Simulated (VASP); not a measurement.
# CrCN (P-6m2) in VASP: a series of runs

CrCN is run at these levels: PBE; tasks: single point.

Program: VASP 6.6.1. These are calculated values, not measurements. Logs are shortened: lines on timing, memory, paths and dates and some standing lists are left out, and cuts for length are marked.

## Step 1: The cell of the first run

Symmetry: P-6m2, No. 187, hexagonal system. Conventional cell: a = 3.174 Å, b = 3.174 Å, c = 2.880 Å, α = 90.00°, β = 90.00°, γ = 120.00°. Within 2.4 Å of Cr (site symmetry -6m2) lie 3 N at 1.83 Å and 6 C at 2.33 Å. C (site symmetry -6m2) has 6 Cr at 2.33 Å and 6 N at 2.33 Å and 2 C at 2.88 Å within 3.1 Å. N (site symmetry -6m2) has 3 Cr at 1.83 Å and 6 C at 2.33 Å within 2.4 Å.

## Step 2: Single point, PBE, collinear spin, ferromagnetic start

Input file INCAR:

```
PREC = Accurate
ENCUT = 520
EDIFF = 1E-6
ISMEAR = 0
SIGMA = 0.1
LREAL = False
LASPH = True
NELM = 150
ALGO = Normal
ISIF = 2
LWAVE = False
LCHARG = False
ISPIN = 2
MAGMOM = 3 0 0
LORBIT = 11
LMAXMIX = 4
GGA = PE
NBANDS = 22
```

Input file KPOINTS:

```
regular mesh
0
Gamma
  6 6 6
```

Input file POSCAR:

```
CrCN
1.0
    3.1739013906     -0.0000000027      0.0000000000
   -1.5869506930      2.7486792347      0.0000000000
    0.0000000000      0.0000000000      2.8804995616
Cr C N
1 1 1
Direct
    0.3333333333      0.6666666667      0.5000000000
    0.0000000000      0.0000000000      0.0000000000
    0.6666666667      0.3333333333      0.5000000000
```

Potentials or basis: VASP PAW PBE potentials, release 64 (Cr_pv, C, N).

On the command line:

```
> cat potpaw_PBE.64/Cr_pv/POTCAR potpaw_PBE.64/C/POTCAR potpaw_PBE.64/N/POTCAR > POTCAR
> mpirun -np 1 vasp_std > vasp.out
```

OUTCAR:

```text
PREC = Accurate
   ENCUT = 520
   EDIFF = 1E-6
   ISMEAR = 0
   LREAL = False
   LASPH = True
   NELM = 150
   ISIF = 2
   ISPIN = 2
   LORBIT = 11
   GGA = PE

 ion  position               nearest neighbor table
   1  0.333  0.667  0.500-   3 1.83   3 1.83   3 1.83   2 2.33   2 2.33   2 2.33   2 2.33   2 2.33
                             2 2.33
   2  0.000  0.000  0.000-   1 2.33   1 2.33   1 2.33   1 2.33   1 2.33   1 2.33
   3  0.667  0.333  0.500-   1 1.83   1 1.83   1 1.83

  LATTYP: Found a hexagonal cell.
 ALAT       =     3.1739013906
 C/A-ratio  =     0.9075579885

  Lattice vectors:

 A1 = (   3.1739013906,  -0.0000000027,   0.0000000000)
 A2 = (  -1.5869506930,   2.7486792347,   0.0000000000)
 A3 = (   0.0000000000,   0.0000000000,   2.8804995616)

Analysis of symmetry for initial positions (statically):
=====================================================================
 Subroutine PRICEL returns:
 Original cell was already a primitive cell.

 Routine SETGRP: Setting up the symmetry group for a
 hexagonal supercell.

 Subroutine GETGRP returns: Found 12 space group operations
 (whereof 12 operations were pure point group operations)
 out of a pool of 24 trial point group operations.

The static configuration has the point symmetry D_3h.

Analysis of symmetry for dynamics (positions and initial velocities):
=====================================================================
 Subroutine PRICEL returns:
 Original cell was already a primitive cell.

 Routine SETGRP: Setting up the symmetry group for a
 hexagonal supercell.

 Subroutine GETGRP returns: Found 12 space group operations
 (whereof 12 operations were pure point group operations)
 out of a pool of 24 trial point group operations.

The dynamic configuration has the point symmetry D_3h.

Analysis of structural, dynamic, and magnetic symmetry:
=====================================================================
 Subroutine PRICEL returns:
 Original cell was already a primitive cell.

 Routine SETGRP: Setting up the symmetry group for a
 hexagonal supercell.

 Subroutine GETGRP returns: Found 12 space group operations
 (whereof 12 operations were pure point group operations)
 out of a pool of 24 trial point group operations.

The overall configuration has the point symmetry D_3h.

 Subroutine INISYM returns: Found 12 space group operations
 (whereof 12 operations are pure point group operations),
 and found     1 'primitive' translations

----------------------------------------------------------------------------------------

                                     Primitive cell

  volume of cell :      25.1296

  direct lattice vectors                    reciprocal lattice vectors
     3.173901391 -0.000000003  0.000000000     0.315069650  0.181905547  0.000000000
    -1.586950693  2.748679235  0.000000000     0.000000000  0.363811094  0.000000000
     0.000000000  0.000000000  2.880499562     0.000000000  0.000000000  0.347162004

  length of vectors
     3.173901391  3.173901391  2.880499562     0.363811094  0.363811094  0.347162004

  position of ions in fractional coordinates (direct lattice)
     0.333333333  0.666666667  0.500000000
     0.000000000  0.000000000  0.000000000
     0.666666667  0.333333333  0.500000000

  ion indices of the primitive-cell ions
   primitive index   ion index
                 1           1
                 2           2
                 3           3

----------------------------------------------------------------------------------------

 KPOINTS: regular mesh

Automatic generation of k-mesh.
 Grid dimensions read from file:
 generate k-points for:    6    6    6

 Generating k-lattice:

  Cartesian coordinates                     Fractional coordinates (reciprocal lattice)
     0.052511608  0.030317591  0.000000000     0.166666667 -0.000000000  0.000000000
     0.000000000  0.060635182  0.000000000    -0.000000000  0.166666667  0.000000000
     0.000000000  0.000000000  0.057860334     0.000000000  0.000000000  0.166666667

  Length of vectors
     0.060635182  0.060635182  0.057860334

  Shift w.r.t. Gamma in fractional coordinates (k-lattice)
     0.000000000  0.000000000  0.000000000

 Subroutine IBZKPT returns following result:
 ===========================================

 Found     28 irreducible k-points:

 Following reciprocal coordinates:
            Coordinates               Weight
  0.000000  0.000000  0.000000      1.000000
  0.166667  0.000000  0.000000      6.000000
  0.333333  0.000000  0.000000      6.000000
  0.500000 -0.000000  0.000000      3.000000
  0.166667  0.166667  0.000000      6.000000
  0.333333  0.166667  0.000000     12.000000
[... 16 lines left out ...]
  0.166667  0.000000  0.500000      6.000000
  0.333333  0.000000  0.500000      6.000000
 [... further k-points ...]
   k-points           NKPTS =     28   k-points in BZ     NKDIM =     28   number of bands    NBANDS=     22
   number of dos      NEDOS =    301   number of ions     NIONS =      3
   total plane-waves  NPLWV =  13824
   dimension x,y,z NGX =    24 NGY =   24 NGZ =   24
   dimension x,y,z NGXF=    48 NGYF=   48 NGZF=   48
   ions per type =               1   1   1
   NGX,Y,Z   is equivalent  to a cutoff of  12.57, 12.57, 13.85 a.u.
   NGXF,Y,Z  is equivalent  to a cutoff of  25.14, 25.14, 27.70 a.u.
 SYSTEM =  unknown system
   PREC   = accura    normal or accurate (medium, high low for compatibility)
   ISTART =      0    job   : 0-new  1-cont  2-samecut
   ICHARG =      2    charge: 1-file 2-atom 10-const
   ISPIN  =      2    spin polarized calculation?
   LNONCOLLINEAR =      F non collinear calculations
   LSORBIT =      F    spin-orbit coupling
   LASPH  =      T    aspherical Exc in radial PAW
   ENCUT  =  520.0 eV  38.22 Ry    6.18 a.u.   5.90  5.90  5.36*2*pi/ulx,y,z
   NELM   =    150;   NELMIN=  2; NELMDL= -5     # of ELM steps
   EDIFF  = 0.1E-05   stopping-criterion for ELM
   LREAL  =      F    real-space projection
   EDIFFG = 0.1E-04   stopping-criterion for IOM
   NSW    =      0    number of steps for IOM
   IBRION =     -1    ionic relax: 0-MD 1-quasi-New 2-CG
   NFREE  =      0    steps in history (QN), initial steepest desc. (CG)
   ISIF   =      2    stress and relaxation
   ISYM   =      2    0-nonsym 1-usesym 2-fastsym
   POTIM  = 0.5000    time-step for ionic-motion
   TEBEG  =    0.0;   TEEND  =   0.0 temperature during run
   PSTRESS=    0.0 pullay stress
   NELECT =      21.0000    total number of electrons
   NUPDOWN=      -1.0000    fix difference up-down
   EMIN   =  10.00;   EMAX   =-10.00  energy-range for DOS
   EFERMI =   0.00;   METHOD = LEGACY
   ISMEAR =     0;   SIGMA  =   0.10  broadening in eV -4-tet -1-fermi 0-gaus
   EFERMI_NEDOS =   21; number of points for ismear=-14 and -15
   IALGO  =     38    algorithm
   IMIX   =      4    mixing-type and parameters
     AMIX     =   0.40;   BMIX     =  1.00
     AMIX_MAG =   1.60;   BMIX_MAG =  1.00
  volume/ion in A,a.u.               =       8.38        56.53
  Fermi-wavevector in a.u.,A,eV,Ry     =   1.542006  2.913969 32.351710  2.377784
  Thomas-Fermi vector in A             =   2.647872
   LORBIT       =     11    0 simple, 1 ext, 2 COOP (PROOUT), +10 PAW based schemes
   GGA     = PE    functional components
   LHFCALC =     F    Hartree Fock is set to
   AEXX    =    0.0000 exact exchange contribution
   IVDW    =     0    specifies the selected vdW correction
   LEPSILON=     F    determine dielectric tensor
   LRPA    =     F    only Hartree local field effects (RPA)
 spin polarized calculation
 Gauss-broadening in eV      SIGMA  =   0.10
  energy-cutoff  :      520.00
  volume of cell :       25.13
 maximum number of plane-waves:       690
 NGX is ok and might be reduce to    24
   NGX = 11   NGY = 11   NGZ = 11

 number of electron      21.0000000 magnetization       3.0000000

 number of electron      21.0000001 magnetization      -0.0003985

 Free energy of the ion-electron system (eV)
  ---------------------------------------------------
  ext. energy  EPLUGINS =         0.00000000
  ---------------------------------------------------
  free energy    TOTEN  =       -23.25869646 eV

  energy without entropy =      -23.25009713  energy(sigma->0) =      -23.25439679

 E-fermi :   9.1555     XC(G=0): -13.1481

 val. band max:        9.0733496925   @ k =   0.3333   0.0000   0.3333
 cond. band min:       9.1868215442   @ k =   0.5000  -0.0000   0.1667
 fundamental gap:      0.1134718517
 Fermi energy:         9.1554605917

 spin component 1

 k-point     1 :       0.0000    0.0000    0.0000
  band No.  band energies     occupation
      1     -34.8543      1.00000
      2     -34.8543      1.00000
      3     -34.5543      1.00000
      4      -8.5501      1.00000
      5       0.6020      1.00000
      6       2.2740      1.00000
[... 14 lines left out ...]
     21      24.6321      0.00000
     22      30.9737      0.00000
[... 552 lines left out ...]
  band No.  band energies     occupation
      1     -34.9319      1.00000
      2     -34.8633      1.00000
      3     -34.6857      1.00000
      4      -5.9573      1.00000
      5      -1.5852      1.00000
      6       1.6292      1.00000
[... 14 lines left out ...]
     21      28.0506      0.00000
     22      28.4046      0.00000

 [... further k-points ...]

 spin component 2

 k-point     1 :       0.0000    0.0000    0.0000
  band No.  band energies     occupation
      1     -34.8548      1.00000
      2     -34.8548      1.00000
      3     -34.5551      1.00000
      4      -8.5499      1.00000
      5       0.6021      1.00000
      6       2.2740      1.00000
[... 14 lines left out ...]
     21      24.6321      0.00000
     22      30.9738      0.00000
[... 552 lines left out ...]
  band No.  band energies     occupation
      1     -34.9325      1.00000
      2     -34.8638      1.00000
      3     -34.6865      1.00000
      4      -5.9571      1.00000
      5      -1.5852      1.00000
      6       1.6292      1.00000
[... 14 lines left out ...]
     21      28.0505      0.00000
     22      28.4046      0.00000

 [... further k-points ...]
[... 5 lines left out ...]
  --------------------------------------------------------------------------------------
  -------------------------------------------------------------------------------------
  Total        0.1052372      0.1052372     -0.0160396     -0.0000000      0.0000000      0.0000000
  in kB        6.7095675      6.7095675     -1.0226287     -0.0000000      0.0000000      0.0000000
  external PRESSURE =       4.1321688 kB  Pullay stress =       0.0000000 kB

 VOLUME and BASIS-vectors are now :
 -----------------------------------------------------------------------------
  energy-cutoff  :      520.00
  volume of cell :       25.13
      direct lattice vectors                 reciprocal lattice vectors
     3.173901391 -0.000000003  0.000000000     0.315069650  0.181905547  0.000000000
    -1.586950693  2.748679235  0.000000000     0.000000000  0.363811094  0.000000000
     0.000000000  0.000000000  2.880499562     0.000000000  0.000000000  0.347162004

 POSITION                                       TOTAL-FORCE (eV/Angst)
 -----------------------------------------------------------------------------------
      0.00000      1.83245      1.44025         0.000000     -0.000000      0.000000
      0.00000      0.00000      0.00000         0.000000      0.000000      0.000000
      1.58695      0.91623      1.44025        -0.000000     -0.000000      0.000000
 -----------------------------------------------------------------------------------
    total drift:                               -0.000002      0.000001     -0.000000

  FREE ENERGIE OF THE ION-ELECTRON SYSTEM (eV)
  ---------------------------------------------------
  free  energy   TOTEN  =       -23.2586964569 eV

  energy  without entropy=      -23.2500971329  energy(sigma->0) =      -23.25439679

 total charge

# of ion       s       p       d       tot
------------------------------------------
    1        0.386   6.451   4.364  11.202
    2        0.967   1.197   0.000   2.164
    3        1.305   2.390   0.000   3.695
--------------------------------------------------
tot          2.658  10.038   4.364  17.060

 magnetization (x)

# of ion       s       p       d       tot
------------------------------------------
    1       -0.000  -0.000  -0.000  -0.000
    2       -0.000   0.000   0.000   0.000
    3        0.000   0.000   0.000   0.000
--------------------------------------------------
tot         -0.000   0.000  -0.000  -0.000
```

It took 18 s on 1 thread of Intel Xeon Platinum 8488C (Sapphire Rapids), shared host; peak memory 0.16 GiB.

Results:

```yaml
Free_energy: -23.2587 eV
Pressure: 0.4 GPa
Net_moment: 0.00 μB per cell
Valence_electrons_inside_the_program's_atomic_spheres: Cr 11.20; C 2.16; N 3.69
```

Stress tensor (GPa, compression positive):
```
 0.67  0.00  0.00
 0.00  0.67  0.00
 0.00  0.00 -0.10
```

Caveat: the k points lie up to 0.38 Å⁻¹ apart; the starting moments collapsed, and a magnetic state may lie lower. With open d or f shells a metallic result of PBE can be an artefact of self-interaction; +U or a hybrid may open a gap.

## Step 3: Single point, PBE, collinear spin, ferromagnetic start

This run uses another cell than the first one, of 11.53 Å³/atom, 1.376 times its volume.

Input file INCAR:

```
PREC = Accurate ; ENCUT = 520
EDIFF = 1E-6 ; ISMEAR = 0
SIGMA = 0.1 ; LREAL = False
LASPH = True ; NELM = 150
ALGO = Normal ; ISIF = 2
LWAVE = False ; LCHARG = False
ISPIN = 2 ; MAGMOM = 3 0 0
LORBIT = 11 ; LMAXMIX = 4
GGA = PE ; NBANDS = 22
```

Input file KPOINTS:

```
Automatic mesh
0
Gamma
  6 6 6
```

Input file POSCAR:

```
CrCN
1.0
    3.4376765100      0.0000000000      0.0000000000
   -1.7188382500      2.9771151800      0.0000000000
    0.0000000000      0.0000000000      3.3796829200
Cr C N
1 1 1
Direct
    0.3333333300      0.6666666700      0.5000000000
    0.0000000000      0.0000000000      0.0000000000
    0.6666666700      0.3333333300      0.5000000000
```

Potentials or basis: VASP PAW PBE potentials, release 64 (Cr_pv, C, N).

On the command line:

```
> cat potpaw_PBE.64/Cr_pv/POTCAR potpaw_PBE.64/C/POTCAR potpaw_PBE.64/N/POTCAR > POTCAR
> mpirun -np 1 vasp_std > vasp.out
```

It took 56 s on 1 thread of Intel Xeon Platinum 8488C (Sapphire Rapids), shared host; peak memory 0.19 GiB.

Results (log left out):

* Free energy: -21.9343 eV
* Pressure: -33.7 GPa
* Net moment: -1.10 μB per cell
* Site moments: Cr -1.44; C +0.13; N +0.13 μB
* Valence electrons inside the program's atomic spheres: Cr 10.60; C 2.05; N 3.55

Stress tensor (GPa, compression positive):
```
-39.78   0.00   0.00
  0.00 -39.78   0.00
  0.00   0.00 -21.62
```

Levels at points of the mesh, in eV from the Fermi level:
Spin up:
| k point | band 8 | band 9 | band 10 | band 11 | band 12 | band 13 |
| --- | --- | --- | --- | --- | --- | --- |
| (0.00, 0.00, 0.00) | -2.85 | 0.44 | 0.95 | 0.95 | 1.12 | 1.12 |
| (0.50, 0.00, 0.00) | -2.81 | -2.18 | -0.22 | 0.39 | 0.79 | 1.02 |
| (0.00, 0.00, 0.50) | -1.09 | -0.74 | -0.39 | -0.39 | 1.52 | 2.06 |
| (0.50, 0.00, 0.50) | -3.08 | -1.44 | -0.68 | 0.82 | 1.54 | 1.93 |
Spin down:
| k point | band 8 | band 9 | band 10 | band 11 | band 12 | band 13 | band 14 | band 15 |
| --- | --- | --- | --- | --- | --- | --- | --- | --- |
| (0.00, 0.00, 0.00) | -2.71 | -0.74 | -0.61 | -0.61 | 1.41 | 1.41 | 2.62 | 3.31 |
| (0.50, 0.00, 0.00) | -3.21 | -2.74 | -0.74 | -0.74 | -0.06 | 0.46 | 2.30 | 2.33 |
| (0.00, 0.00, 0.50) | -1.35 | -1.35 | -0.90 | -0.56 | 0.12 | 1.86 | 1.86 | 3.33 |
| (0.50, 0.00, 0.50) | -3.19 | -2.12 | -1.33 | 0.36 | 0.64 | 0.65 | 1.55 | 2.37 |

Caveat: a cell with one magnetic atom can't hold antiferromagnetic order, which such compounds often take.
